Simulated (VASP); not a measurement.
Mn, 1 atom in the cell. Symmetry: Im-3m, No. 229, cubic system. Conventional cell: a = 3.060 Å, b = 3.060 Å, c = 3.060 Å, α = 90.00°, β = 90.00°, γ = 90.00°. Within 3.5 Å of Mn (site symmetry m-3m) lie 14 Mn at 2.65 to 3.06 Å. This isn't the form of Mn at room conditions, which is a 58-atom cubic cell.

| Quantity | Value |
| --- | --- |
| Program | VASP 6.6.1 |
| Task | relaxation of cell and atoms |
| Functional | PBEsol |
| Potentials or basis | VASP PAW PBE potentials, release 64 (Mn_pv) |
| Cutoff | 500 eV |
| k mesh | 8 × 8 × 8 |
| Occupations | gaussian, width 0.1 eV |
| Spin | collinear spin, ferromagnetic start |
| Starting moments | [1.53] μB |
| Dipole correction | no |
| Further INCAR settings | ALGO = Normal; EDIFF = 1e-07; IBRION = 2; EDIFFG = -0.04; NSW = 90; ISIF = 3 |

Potentials or basis: VASP PAW PBE potentials, release 64 (Mn_pv).

Launch:

```console
$ cat potpaw_PBE.64/Mn_pv/POTCAR > POTCAR
$ mpirun -np 1 vasp_std > vasp.out
```

Hardware: 1 thread of Intel(R) Xeon(R) Platinum 8488C (Sapphire Rapids), with other jobs on the host.

Estimate the wall time of this run.

Wall time 39 s on 1 thread of Intel(R) Xeon(R) Platinum 8488C (Sapphire Rapids) (shared host), peak memory 0.14 GiB. Counts: scf iterations 57, k points 29, ion steps 5.
